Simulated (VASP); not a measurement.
HfN: single point with revPBE+D3(BJ)

Crystal: HfN.

```xyz
2
Lattice="0.0000 2.2543 2.2543 2.2543 0.0000 2.2543 2.2543 2.2543 0.0000" Properties=species:S:1:pos:R:3 pbc="T T T"
Hf    0.0000    0.0000    0.0000
N     2.2543    2.2543    2.2543
```

```
Program                : VASP 6.6.1
Task                   : single point
Functional             : revPBE
Dispersion             : D3(BJ)
Potentials or basis    : VASP PAW PBE potentials, release 64 (Hf_pv, N)
Cutoff                 : 520 eV
k mesh                 : 10 × 10 × 10
Occupations            : methfessel-paxton, width 0.1 eV
Spin                   : no spin polarisation
Dipole correction      : no
Further INCAR settings : ALGO = Normal; EDIFF = 1e-06; NBANDS = 14
```

| Item | Value |
| --- | --- |
| Pressure | -2.5 GPa |
| Dispersion energy per atom | -0.715 eV |

Levels at points of the mesh, in eV from the Fermi level:
| k point | band 5 | band 6 | band 7 | band 8 | band 9 | band 10 | band 11 | band 12 |
| --- | --- | --- | --- | --- | --- | --- | --- | --- |
| (0.00, 0.00, 0.00) | -3.10 | -3.10 | -3.10 | -0.38 | -0.38 | -0.38 | 1.79 | 1.95 |
| (0.50, 0.00, 0.00) | -8.97 | -6.27 | -6.27 | 3.27 | 3.71 | 3.71 | 4.39 | 8.88 |
| (0.50, 0.50, 0.00) | -5.48 | -3.87 | -3.76 | -3.76 | 4.10 | 5.54 | 5.54 | 5.62 |

Wall time 16 s on 1 thread of AMD EPYC 9R45 (Zen 5), on a shared host, peak memory 0.12 GiB.

Caveat: the PAW data sets were made with another functional, which shifts forces and pressure a little; spin-orbit coupling is left out, which moves the levels of the heavy elements; pairwise dispersion overbinds metals, which lowers pressure and volume.
